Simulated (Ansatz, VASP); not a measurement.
## BN: VASP beside Ansatz

File INCAR:

```
  PREC = Accurate
  ENCUT = 600
  EDIFF = 1E-6
  ISMEAR = 0
  SIGMA = 0.01
  LREAL = F
  LASPH = T
  NELM = 120
  ALGO = Normal
  ISIF = 2
  LWAVE = F
  LCHARG = F
  GGA = CA
  NBANDS = 11
  GGA_COMPAT = F
```

KPOINTS

```
regular mesh
0
Gamma
  12 12 12
```

File POSCAR:

```
BN
1.0
    0.0000000000      1.7548575000      1.7548575000
    1.7548575000      0.0000000000      1.7548575000
    1.7548575000      1.7548575000      0.0000000000
B N
1 1
Direct
    0.0000000000      0.0000000000      0.0000000000
    0.2500000000      0.2500000000      0.2500000000
```

Input for Ansatz:

```yaml
crystal:
  lattice:
    - [0.0, 1.7548575, 1.7548575]
    - [1.7548575, 0.0, 1.7548575]
    - [1.7548575, 1.7548575, 0.0]
  atoms:
    - { symbol: B, position: [0.0, 0.0, 0.0] }
    - { symbol: "N", position: [0.25, 0.25, 0.25] }
scf:
  occupations: { method: fixed }
output:
  stress: true
hamiltonian:
  xc: lda
kpoints:
  mp_grid: { grid: [12, 12, 12] }
```

Alike in both runs: task single point; functional LDA; k mesh 12 × 12 × 12; no spin polarisation.

|  | VASP | Ansatz |
| --- | --- | --- |
| version | VASP 6.6.1 | Ansatz 0.2.0 |
| potentials or method | VASP PAW LDA potentials, release 64 (B, N) | scalar-relativistic, plane waves, PAW |
| plane-wave cutoff (eV) | 600 | 420 |
| occupations | gaussian, width 0.01 eV | fixed |
| valence electrons in the cell | 8 | 8 |

Ansatz gave:

- pressure (GPa): 26.9

Problem. Estimate VASP's values.

Solution. Pressure (GPa): 27.9.

LDA's correlation is that of Perdew and Zunger in VASP and of Perdew and Wang (1992) in Ansatz.
